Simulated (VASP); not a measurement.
Input of a VASP 6.6.1 run:

The input INCAR:

```
  ALGO = Normal
  EDIFF = 1E-8
  ENCUT = 520
  GGA = PS
  ISIF = 2
  ISMEAR = -1
  LASPH = True
  LCHARG = False
  LEFG = True
  LREAL = False
  LWAVE = False
  NBANDS = 17
  NELM = 80
  PREC = Accurate
  SIGMA = 0.08
```

KPOINTS

```
k-points
0
Gamma
  10 10 5
```

Contents of POSCAR:

```
Sr
1.0
    4.3100002207      0.0000000000      0.0000000000
   -2.1550001104      3.7325696814      0.0000000000
    0.0000000000      0.0000000000      7.0500000000
Sr
2
Direct
    0.3333333333      0.6666666667      0.2500000000
    0.6666666667      0.3333333333      0.7500000000
```

Potentials or basis: VASP PAW PBE potentials, release 64 (Sr_sv).

The run is started by

```sh
$ cat potpaw_PBE.64/Sr_sv/POTCAR > POTCAR
$ mpirun -np 1 vasp_std > vasp.out
```

Q: Predict the band gap on the k mesh.

A: Zero (band 10 reaches 1.52 eV, above the bottom of band 11 at 1.39 eV).

Q: What does it give for the pressure?

A: -0.8 GPa.

Electric field gradients, principal values (V/Å²):
| atom | least | middle | greatest (by size) |
| --- | --- | --- | --- |
| 1 Sr | 2.073 | 2.073 | -4.145 |
| 2 Sr | 2.073 | 2.073 | -4.145 |

Caveat: without QUAD_EFG the Cq values of the log hold for a quadrupole moment of 1 mb, not for the nuclei; the PAW data sets were made with another functional, which shifts forces and pressure a little.
